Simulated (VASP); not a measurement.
# HfMoC2 (P4/mmm) in VASP: further runs, part 2 of 2

VASP 6.6.1. The steps go on from the part before.

### Step 5. Single point, LDA

This run uses another cell than the first one, of 11.19 Å³/atom, 0.980 times its volume.

File INCAR:

```
ALGO     = Normal         # electronic algorithm
EDIFF    = 1E-7           # SCF threshold, eV
ENCUT    = 520            # plane-wave cutoff, eV
ISIF     = 2              # what is computed and relaxed
ISMEAR   = -1             # smearing method
LASPH    = True           # aspherical terms in the spheres
LCHARG   = False          # write CHGCAR
LREAL    = False          # projectors in reciprocal space
LWAVE    = False          # write WAVECAR
NBANDS   = 24             # bands
NELM     = 60             # most SCF steps
PREC     = Accurate       # precision mode
SIGMA    = 0.05           # smearing width, eV
```

File KPOINTS:

```
k-points
0
Gamma
  8 8 6
```

File POSCAR:

```
HfMoC2
1.0
    3.1700034083      0.0000000000      0.0000000000
    0.0000000000      3.1700034083      0.0000000000
    0.0000000000      0.0000000000      4.4550613212
Hf Mo C
1 1 2
Direct
    0.0000000000      0.0000000000      0.0000000000
    0.5000000000      0.5000000000      0.5000000000
    0.5000000000      0.5000000000      0.0000000000
    0.0000000000      0.0000000000      0.5000000000
```

Potentials or basis: VASP PAW LDA potentials, release 64 (Hf_pv, Mo_sv, C).

Run with:

```bash
$ cat potpaw_LDA.64/Hf_pv/POTCAR potpaw_LDA.64/Mo_sv/POTCAR potpaw_LDA.64/C/POTCAR > POTCAR
$ mpirun -np 1 vasp_std > vasp.out
```

OUTCAR:

```text
EDIFF = 1E-7
   ENCUT = 520
   ISIF = 2
   ISMEAR = -1
   LASPH = True
   LREAL = False
   NELM = 60
   PREC = Accurate

 ion  position               nearest neighbor table
   1  0.000  0.000  0.000-   4 2.23   4 2.23   3 2.24   3 2.24   3 2.24   3 2.24   2 3.16   2 3.16
                             2 3.16   2 3.16   2 3.16   2 3.16   2 3.16   2 3.16
   2  0.500  0.500  0.500-   3 2.23   3 2.23   4 2.24   4 2.24   4 2.24   4 2.24   1 3.16   1 3.16
                             1 3.16   1 3.16   1 3.16   1 3.16   1 3.16   1 3.16
   3  0.500  0.500  0.000-   2 2.23   2 2.23   1 2.24   1 2.24   1 2.24   1 2.24
   4  0.000  0.000  0.500-   1 2.23   1 2.23   2 2.24   2 2.24   2 2.24   2 2.24

  LATTYP: Found a simple tetragonal cell.
 ALAT       =     3.1700034083
 C/A-ratio  =     1.4053806092

  Lattice vectors:

 A1 = (   3.1700034083,   0.0000000000,   0.0000000000)
 A2 = (   0.0000000000,   3.1700034083,   0.0000000000)
 A3 = (   0.0000000000,   0.0000000000,   4.4550613212)

Analysis of symmetry for initial positions (statically):
=====================================================================
 Subroutine PRICEL returns:
 Original cell was already a primitive cell.

 Routine SETGRP: Setting up the symmetry group for a
 simple tetragonal supercell.

 Subroutine GETGRP returns: Found 16 space group operations
 (whereof 16 operations were pure point group operations)
 out of a pool of 16 trial point group operations.

The static configuration has the point symmetry D_4h.

Analysis of symmetry for dynamics (positions and initial velocities):
=====================================================================
 Subroutine PRICEL returns:
 Original cell was already a primitive cell.

 Routine SETGRP: Setting up the symmetry group for a
 simple tetragonal supercell.

 Subroutine GETGRP returns: Found 16 space group operations
 (whereof 16 operations were pure point group operations)
 out of a pool of 16 trial point group operations.

The dynamic configuration has the point symmetry D_4h.

 Subroutine INISYM returns: Found 16 space group operations
 (whereof 16 operations are pure point group operations),
 and found     1 'primitive' translations
[... 121 lines left out ...]
  Fermi-wavevector in a.u.,A,eV,Ry     =   1.463751  2.766088 29.151381  2.142566
  Thomas-Fermi vector in A             =   2.579808
   LORBIT       =      0    0 simple, 1 ext, 2 COOP (PROOUT), +10 PAW based schemes
   GGA     = CA    functional components
   LHFCALC =     F    Hartree Fock is set to
   AEXX    =    0.0000 exact exchange contribution
   IVDW    =     0    specifies the selected vdW correction
   LEPSILON=     F    determine dielectric tensor
   LRPA    =     F    only Hartree local field effects (RPA)
 non-spin polarized calculation
  energy-cutoff  :      520.00
  volume of cell :       44.77
 maximum number of plane-waves:      1224
 NGX is ok and might be reduce to    24
   NGX = 11   NGY = 11   NGZ = 17

 number of electron      31.9999999 magnetization

 Free energy of the ion-electron system (eV)
  ---------------------------------------------------
  ext. energy  EPLUGINS =         0.00000000
  ---------------------------------------------------
  free energy    TOTEN  =       -44.92221713 eV

  energy without entropy =      -44.91038232  energy(sigma->0) =      -44.91629973

 E-fermi :   9.5339     XC(G=0): -13.2144

 val. band max:        9.5293948897   @ k =   0.5000   0.0000   0.1667
 cond. band min:       9.5419262576   @ k =   0.1250   0.1250   0.5000
 fundamental gap:      0.0125313679
 Fermi energy:         9.5338848810

 k-point     1 :       0.0000    0.0000    0.0000
  band No.  band energies     occupation
      1     -52.1009      2.00000
      2     -26.3603      2.00000
      3     -26.2862      2.00000
      4     -26.2862      2.00000
      5     -20.6176      2.00000
      6     -20.2918      2.00000
[... 637 lines left out ...]
     23      15.8880      0.00000
     24      17.5717      0.00000

 [... further k-points ...]

------------------------ aborting loop because EDIFF is reached ----------------------------------------

  FORCE on cell =-STRESS in cart. coord.  units (eV):
  Direction    XX          YY          ZZ          XY          YZ          ZX
  --------------------------------------------------------------------------------------
  -------------------------------------------------------------------------------------
  Total       -1.8571272     -1.8571272     -3.1237281      0.0000000      0.0000000     -0.0000000
  in kB      -66.4628707    -66.4628707   -111.7919822      0.0000000      0.0000000     -0.0000000
  external PRESSURE =     -81.5725745 kB  Pullay stress =       0.0000000 kB

 VOLUME and BASIS-vectors are now :
 -----------------------------------------------------------------------------
  energy-cutoff  :      520.00
  volume of cell :       44.77
      direct lattice vectors                 reciprocal lattice vectors
     3.170003408  0.000000000  0.000000000     0.315457074  0.000000000  0.000000000
     0.000000000  3.170003408  0.000000000     0.000000000  0.315457074  0.000000000
     0.000000000  0.000000000  4.455061321     0.000000000  0.000000000  0.224463801

 POSITION                                       TOTAL-FORCE (eV/Angst)
 -----------------------------------------------------------------------------------
      0.00000      0.00000      0.00000         0.000000      0.000000      0.000000
      1.58500      1.58500      2.22753         0.000000      0.000000      0.000000
      1.58500      1.58500      0.00000         0.000000      0.000000      0.000000
      0.00000      0.00000      2.22753         0.000000      0.000000      0.000000
 -----------------------------------------------------------------------------------
    total drift:                                0.000000     -0.000000     -0.000000

  FREE ENERGIE OF THE ION-ELECTRON SYSTEM (eV)
  ---------------------------------------------------
  free  energy   TOTEN  =       -44.9222171313 eV

  energy  without entropy=      -44.9103823198  energy(sigma->0) =      -44.91629973
```

OSZICAR:

```text
N       E                     dE             d eps       ncg     rms          rms(c)
DAV:   1     0.217180023090E+03    0.21718E+03   -0.17847E+04  2888   0.134E+03
DAV:   2    -0.438430773297E+02   -0.26102E+03   -0.24815E+03  3464   0.372E+02
DAV:   3    -0.526612792781E+02   -0.88182E+01   -0.87134E+01  3712   0.622E+01
DAV:   4    -0.527500236638E+02   -0.88744E-01   -0.88715E-01  3240   0.664E+00
DAV:   5    -0.527511413181E+02   -0.11177E-02   -0.11176E-02  3784   0.681E-01    0.777E+01
DAV:   6    -0.466287537952E+02    0.61224E+01   -0.38030E+01  3168   0.386E+01    0.357E+01
DAV:   7    -0.462859148712E+02    0.34284E+00   -0.14608E+01  3232   0.307E+01    0.391E+01
DAV:   8    -0.449378692243E+02    0.13480E+01   -0.27456E+00  3176   0.127E+01    0.569E+00
DAV:   9    -0.449244515624E+02    0.13418E-01   -0.14048E-01  3376   0.230E+00    0.204E+00
DAV:  10    -0.449226732261E+02    0.17783E-02   -0.13083E-02  3496   0.818E-01    0.816E-01
DAV:  11    -0.449222448378E+02    0.42839E-03   -0.10831E-03  3608   0.249E-01    0.120E-01
DAV:  12    -0.449222211041E+02    0.23734E-04   -0.19232E-04  3336   0.961E-02    0.257E-02
DAV:  13    -0.449222181041E+02    0.30000E-05   -0.93873E-06  3608   0.190E-02    0.133E-02
DAV:  14    -0.449222171582E+02    0.94587E-06   -0.24111E-06  3544   0.103E-02    0.138E-02
DAV:  15    -0.449222171313E+02    0.26954E-07   -0.20675E-07  2688   0.322E-03
   1 F= -.44922217E+02 E0= -.44916300E+02  d E =-.118348E-01
```

stdout:

```text
POSCAR found type information on POSCAR HfMoC
 POSCAR found :  3 types and       4 ions
 scaLAPACK will be used
 LDA part: xc-table for (Slater(with rela. corr.)+CA(PZ))
 , standard interpolation
 POSCAR, INCAR and KPOINTS ok, starting setup
 FFT: planning ... GRIDC
 FFT: planning ... GRID_SOFT
 FFT: planning ... GRID
 WAVECAR not read
 entering main loop
```

Run time: 87 s. Hardware: 1 thread of AMD EPYC 7R43 (Zen 3), shared host; peak memory 0.15 GiB.

Results:

| Quantity | Value |
| --- | --- |
| Free energy | -44.9222 eV |
| Pressure | -8.2 GPa |
| Band gap on the k mesh | zero (band 16 reaches 10.71 eV, above the bottom of band 17 at 8.02 eV) |

Caveat: spin-orbit coupling is left out, which moves the levels of the heavy elements.

### Step 6. Summary

```csv
level,potentials or basis,cell,k mesh,smearing,gap on the mesh (eV),pressure (GPa)
PBE,"VASP PAW PBE potentials, release 64 (Hf_pv, Mo_sv, C)","a = 3.191, b = 3.191, c = 4.485 Å, 4 atoms",4 × 4 × 3,fermi-dirac 0.04 eV,none,-0.9
LDA,"VASP PAW LDA potentials, release 64 (Hf_pv, Mo_sv, C)","a = 3.126, b = 3.126, c = 4.394 Å, 4 atoms",8 × 8 × 6,fermi-dirac 0.05 eV,none,4.6
LDA,"VASP PAW LDA potentials, release 64 (Hf_pv, Mo_sv, C)","a = 3.148, b = 3.148, c = 4.425 Å, 4 atoms",8 × 8 × 6,fermi-dirac 0.05 eV,none,-2.1
LDA,"VASP PAW LDA potentials, release 64 (Hf_pv, Mo_sv, C)","a = 3.170, b = 3.170, c = 4.455 Å, 4 atoms",8 × 8 × 6,fermi-dirac 0.05 eV,none,-8.2
```

Alike in all rows: task single point; no spin polarisation; cutoff (eV) 520.

Caveats: some runs use coarse meshes; spin-orbit coupling is left out, which moves the levels of the heavy elements.

Total energies depend on the potentials used, so only differences within one code and one set of settings carry meaning.
